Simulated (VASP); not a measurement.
# BeS4 (P6/mmm) in VASP: single point with PBE

Aim: the single point of BeS4 with PBE.

Program: VASP 6.6.1. These are calculated values, not measurements. Logs are shortened: lines on timing, memory, paths and dates and some standing lists are left out, and cuts for length are marked.

## Step 1: The cell of the first run

It takes space group P6/mmm (No. 191, hexagonal). Conventional cell: a = 5.096 Å, b = 5.096 Å, c = 4.905 Å, α = 90.00°, β = 90.00°, γ = 120.00°. Within 4.3 Å of Be (site symmetry 6/mmm) lie 12 S at 3.30 Å. Within 2.5 Å of S (site symmetry 3m) lie 1 S at 1.92 Å.

## Step 2: Single point, PBE

File POSCAR:

```
BeS4
1.0
    5.0958130390      0.0000000000      0.0000000000
   -2.5479065195      4.4131035447      0.0000000000
    0.0000000000      0.0000000000      4.9052704345
Be S
1 4
Direct
    0.0000000000      0.0000000000      0.0000000000
    0.3333333333      0.6666666667      0.6956342169
    0.3333333333      0.6666666667      0.3043657831
    0.6666666667      0.3333333333      0.3043657831
    0.6666666667      0.3333333333      0.6956342169
```

File INCAR.step1:

```
PREC = Accurate ; ENCUT = 520
EDIFF = 1E-6 ; ISMEAR = 0
SIGMA = 0.1 ; LREAL = F
LASPH = T ; NELM = 80
ALGO = Normal ; ISIF = 2
LWAVE = F ; LCHARG = T
GGA = PE ; NBANDS = 21
```

File KPOINTS.step1:

```
regular mesh
0
Gamma
  12 12 8
```

File INCAR.step2:

```
PREC = Accurate ; ENCUT = 520
EDIFF = 1E-6 ; ISMEAR = -5
SIGMA = 0.1 ; LREAL = F
LASPH = T ; NELM = 80
ALGO = Normal ; ISIF = 2
LWAVE = F ; LCHARG = F
GGA = PE ; LORBIT = 10
NBANDS = 21 ; NEDOS = 1001
ICHARG = 11
```

File KPOINTS.step2:

```
regular mesh
0
Gamma
  18 18 12
```

Potentials or basis: VASP PAW PBE potentials, release 64 (Be, S).

On the command line:

```console
$ cat potpaw_PBE.64/Be/POTCAR potpaw_PBE.64/S/POTCAR > POTCAR
$ cp INCAR.step1 INCAR
$ cp KPOINTS.step1 KPOINTS
$ mpirun -np 1 vasp_std > vasp.out
$ cp INCAR.step2 INCAR
$ cp KPOINTS.step2 KPOINTS
$ mpirun -np 1 vasp_std > vasp.out
```

OUTCAR:

```text
PREC = Accurate
   ENCUT = 520
   EDIFF = 1E-6
   ISMEAR = -5
   LREAL = F
   LASPH = T
   NELM = 80
   ISIF = 2
   GGA = PE
   LORBIT = 10
   ICHARG = 11

 ion  position               nearest neighbor table
   1  0.000  0.000  0.000-
   2  0.333  0.667  0.696-   3 1.92
   3  0.333  0.667  0.304-   2 1.92
   4  0.667  0.333  0.304-   5 1.92
   5  0.667  0.333  0.696-   4 1.92

  LATTYP: Found a hexagonal cell.
 ALAT       =     5.0958130390
 C/A-ratio  =     0.9626080072

  Lattice vectors:

 A1 = (   5.0958130390,   0.0000000000,   0.0000000000)
 A2 = (  -2.5479065195,   4.4131035447,   0.0000000000)
 A3 = (   0.0000000000,   0.0000000000,   4.9052704345)

Analysis of symmetry for initial positions (statically):
=====================================================================
 Subroutine PRICEL returns:
 Original cell was already a primitive cell.

 Routine SETGRP: Setting up the symmetry group for a
 hexagonal supercell.

 Subroutine GETGRP returns: Found 24 space group operations
 (whereof 24 operations were pure point group operations)
 out of a pool of 24 trial point group operations.

The static configuration has the point symmetry D_6h.

Analysis of symmetry for dynamics (positions and initial velocities):
=====================================================================
 Subroutine PRICEL returns:
 Original cell was already a primitive cell.

 Routine SETGRP: Setting up the symmetry group for a
 hexagonal supercell.

 Subroutine GETGRP returns: Found 24 space group operations
 (whereof 24 operations were pure point group operations)
 out of a pool of 24 trial point group operations.

The dynamic configuration has the point symmetry D_6h.

 Subroutine INISYM returns: Found 24 space group operations
 (whereof 24 operations are pure point group operations),
 and found     1 'primitive' translations

----------------------------------------------------------------------------------------

                                     Primitive cell

  volume of cell :     110.3114

  direct lattice vectors                    reciprocal lattice vectors
     5.095813039  0.000000000  0.000000000     0.196239539  0.113298950  0.000000000
    -2.547906520  4.413103545  0.000000000     0.000000000  0.226597901  0.000000000
     0.000000000  0.000000000  4.905270435     0.000000000  0.000000000  0.203862359

  length of vectors
     5.095813039  5.095813039  4.905270435     0.226597901  0.226597901  0.203862359

  position of ions in fractional coordinates (direct lattice)
     0.000000000  0.000000000  0.000000000
     0.333333333  0.666666667  0.695634217
     0.333333333  0.666666667  0.304365783
     0.666666667  0.333333333  0.304365783
     0.666666667  0.333333333  0.695634217

  ion indices of the primitive-cell ions
   primitive index   ion index
                 1           1
                 2           2
                 3           3
                 4           4
                 5           5

----------------------------------------------------------------------------------------

 KPOINTS: regular mesh

Automatic generation of k-mesh.
 Grid dimensions read from file:
 generate k-points for:   18   18   12

 Generating k-lattice:

  Cartesian coordinates                     Fractional coordinates (reciprocal lattice)
     0.010902197  0.006294386  0.000000000     0.055555556  0.000000000  0.000000000
     0.000000000  0.012588772  0.000000000     0.000000000  0.055555556  0.000000000
     0.000000000  0.000000000  0.016988530     0.000000000  0.000000000  0.083333333

  Length of vectors
     0.012588772  0.012588772  0.016988530

  Shift w.r.t. Gamma in fractional coordinates (k-lattice)
     0.000000000  0.000000000  0.000000000

 TETIRR: Found   3954 inequivalent tetrahedra from    23328

 Subroutine IBZKPT returns following result:
 ===========================================

 Found    259 irreducible k-points:

 Following reciprocal coordinates:
            Coordinates               Weight
  0.000000  0.000000  0.000000      1.000000
  0.055556 -0.000000  0.000000      6.000000
  0.111111 -0.000000  0.000000      6.000000
  0.166667  0.000000  0.000000      6.000000
  0.222222  0.000000  0.000000      6.000000
  0.277778  0.000000  0.000000      6.000000
[... 16 lines left out ...]
  0.333333  0.111111  0.000000     12.000000
  0.388889  0.111111  0.000000     12.000000
 [... further k-points ...]
   k-points           NKPTS =    259   k-points in BZ     NKDIM =    259   number of bands    NBANDS=     21
   number of dos      NEDOS =   1001   number of ions     NIONS =      5
   total plane-waves  NPLWV =  57600
   dimension x,y,z NGX =    40 NGY =   40 NGZ =   36
   dimension x,y,z NGXF=    80 NGYF=   80 NGZF=   72
   ions per type =               1   4
   NGX,Y,Z   is equivalent  to a cutoff of  13.05, 13.05, 12.20 a.u.
   NGXF,Y,Z  is equivalent  to a cutoff of  26.10, 26.10, 24.40 a.u.
 SYSTEM =  unknown system
   PREC   = accura    normal or accurate (medium, high low for compatibility)
   ISTART =      0    job   : 0-new  1-cont  2-samecut
   ICHARG =     11    charge: 1-file 2-atom 10-const
   ISPIN  =      1    spin polarized calculation?
   LNONCOLLINEAR =      F non collinear calculations
   LSORBIT =      F    spin-orbit coupling
   LASPH  =      T    aspherical Exc in radial PAW
   ENCUT  =  520.0 eV  38.22 Ry    6.18 a.u.   9.47  9.47  9.12*2*pi/ulx,y,z
   NELM   =     80;   NELMIN=  2; NELMDL=  0     # of ELM steps
   EDIFF  = 0.1E-05   stopping-criterion for ELM
   LREAL  =      F    real-space projection
   EDIFFG = 0.1E-04   stopping-criterion for IOM
   NSW    =      0    number of steps for IOM
   IBRION =     -1    ionic relax: 0-MD 1-quasi-New 2-CG
   NFREE  =      0    steps in history (QN), initial steepest desc. (CG)
   ISIF   =      2    stress and relaxation
   ISYM   =      2    0-nonsym 1-usesym 2-fastsym
   POTIM  = 0.5000    time-step for ionic-motion
   TEBEG  =    0.0;   TEEND  =   0.0 temperature during run
   PSTRESS=    0.0 pullay stress
   NELECT =      26.0000    total number of electrons
   NUPDOWN=      -1.0000    fix difference up-down
   EMIN   =  10.00;   EMAX   =-10.00  energy-range for DOS
   EFERMI =   0.00;   METHOD = LEGACY
   ISMEAR =    -5;   SIGMA  =   0.10  broadening in eV -4-tet -1-fermi 0-gaus
   EFERMI_NEDOS =   21; number of points for ismear=-14 and -15
   IALGO  =     38    algorithm
   IMIX   =      4    mixing-type and parameters
     AMIX     =   0.40;   BMIX     =  1.00
     AMIX_MAG =   1.60;   BMIX_MAG =  1.00
  volume/ion in A,a.u.               =      22.06       148.88
  Fermi-wavevector in a.u.,A,eV,Ry     =   1.011251  1.910988 13.913715  1.022629
  Thomas-Fermi vector in A             =   2.144290
   LORBIT       =     10    0 simple, 1 ext, 2 COOP (PROOUT), +10 PAW based schemes
   GGA     = PE    functional components
   LHFCALC =     F    Hartree Fock is set to
   AEXX    =    0.0000 exact exchange contribution
   IVDW    =     0    specifies the selected vdW correction
   LEPSILON=     F    determine dielectric tensor
   LRPA    =     F    only Hartree local field effects (RPA)
 non-spin polarized calculation
 Fermi weights with tetrahedron method with Bloechl corrections
  energy-cutoff  :      520.00
  volume of cell :      110.31
 maximum number of plane-waves:      3008
 NGX is ok and might be reduce to    40

 number of electron      25.9999994 magnetization

 Free energy of the ion-electron system (eV)
  ---------------------------------------------------
  ext. energy  EPLUGINS =         0.00000000
  ---------------------------------------------------
  free energy    TOTEN  =       -16.67914056 eV

  energy without entropy =      -16.67914056  energy(sigma->0) =      -16.67914056

 E-fermi :   3.4955     XC(G=0):  -8.8241

 val. band max:        3.5181448152   @ k =   0.3889   0.0556   0.1667
 cond. band min:       3.4465242082   @ k =   0.3333   0.3333   0.0000
 fundamental gap:     -0.0716206071
 Fermi energy:         3.4955047035

 k-point     1 :       0.0000    0.0000    0.0000
  band No.  band energies     occupation
      1     -13.2627      2.00000
      2     -11.6263      2.00000
      3      -7.5720      2.00000
      4      -5.5499      2.00000
      5      -3.7327      2.00000
      6      -2.1408      2.00000
[... 13 lines left out ...]
     20       8.9343      0.00000
     21       8.9784      0.00000

 k-point     2 :       0.0556   -0.0000    0.0000
  band No.  band energies     occupation
      1     -13.2534      2.00000
      2     -11.6400      2.00000
      3      -7.5612      2.00000
      4      -5.5685      2.00000
      5      -3.7229      2.00000
      6      -2.1596      2.00000
[... 13 lines left out ...]
     20       8.9871      0.00000
     21       9.0463      0.00000

 k-point     3 :       0.1111   -0.0000    0.0000
  band No.  band energies     occupation
      1     -13.2259      2.00000
      2     -11.6803      2.00000
      3      -7.5290      2.00000
      4      -5.6227      2.00000
      5      -3.6940      2.00000
      6      -2.2117      2.00000
[... 13 lines left out ...]
     20       9.0965      0.00000
     21       9.2546      0.00000
[... 457 lines left out ...]
 k-point    23 :       0.3333    0.1111    0.0000
  band No.  band energies     occupation
      1     -12.8539      2.00000
      2     -12.1660      2.00000
      3      -7.0890      2.00000
      4      -6.2530      2.00000
      5      -3.2944      2.00000
      6      -2.7853      2.00000
[... 13 lines left out ...]
     20       9.8037      0.00000
     21      10.1706      0.00000

 k-point    24 :       0.3889    0.1111    0.0000
  band No.  band energies     occupation
      1     -12.7818      2.00000
      2     -12.2492      2.00000
      3      -7.0024      2.00000
      4      -6.3577      2.00000
      5      -3.2040      2.00000
      6      -2.8759      2.00000
[... 13 lines left out ...]
     20       9.8609      0.00000
     21      10.1805      0.00000

 [... further k-points ...]

------------------------ aborting loop because EDIFF is reached ----------------------------------------

  FORCE on cell =-STRESS in cart. coord.  units (eV):
  Direction    XX          YY          ZZ          XY          YZ          ZX
  --------------------------------------------------------------------------------------
  -------------------------------------------------------------------------------------
  Total       -0.0326549     -0.0326549     -0.8736381      0.0000000      0.0000000      0.0000000
  in kB       -0.4742842     -0.4742842    -12.6888303      0.0000000      0.0000000      0.0000000
  external PRESSURE =      -4.5457995 kB  Pullay stress =       0.0000000 kB

 VOLUME and BASIS-vectors are now :
 -----------------------------------------------------------------------------
  energy-cutoff  :      520.00
  volume of cell :      110.31
      direct lattice vectors                 reciprocal lattice vectors
     5.095813039  0.000000000  0.000000000     0.196239539  0.113298950  0.000000000
    -2.547906520  4.413103545  0.000000000     0.000000000  0.226597901  0.000000000
     0.000000000  0.000000000  4.905270435     0.000000000  0.000000000  0.203862359

 POSITION                                       TOTAL-FORCE (eV/Angst)
 -----------------------------------------------------------------------------------
      0.00000      0.00000      0.00000        -0.000000     -0.000000     -0.000000
     -0.00000      2.94207      3.41227        -0.000000      0.000000     -0.234659
     -0.00000      2.94207      1.49300        -0.000000     -0.000000      0.234659
      2.54791      1.47103      1.49300         0.000000     -0.000000      0.234659
      2.54791      1.47103      3.41227         0.000000     -0.000000     -0.234659
 -----------------------------------------------------------------------------------
    total drift:                                0.000000     -0.000000     -0.000000

  FREE ENERGIE OF THE ION-ELECTRON SYSTEM (eV)
  ---------------------------------------------------
  free  energy   TOTEN  =       -16.6791405565 eV

  energy  without entropy=      -16.6791405565  energy(sigma->0) =      -16.67914056

 total charge

# of ion       s       p       d       tot
------------------------------------------
    1        0.501   0.087   0.000   0.589
    2        1.389   2.233   0.000   3.623
    3        1.389   2.233   0.000   3.623
    4        1.389   2.233   0.000   3.623
    5        1.389   2.233   0.000   3.623
--------------------------------------------------
tot          6.059   9.020   0.000  15.079
```

Run time: 5.9 min. Hardware: 1 thread of AMD EPYC 7R13 (Zen 3), shared host; peak memory 0.52 GiB.

What came out:

```
Valence electrons inside the program's atomic spheres : Be 0.59; S 3.62
```

Caveat: tetrahedron occupations give inexact forces and stress in metals.
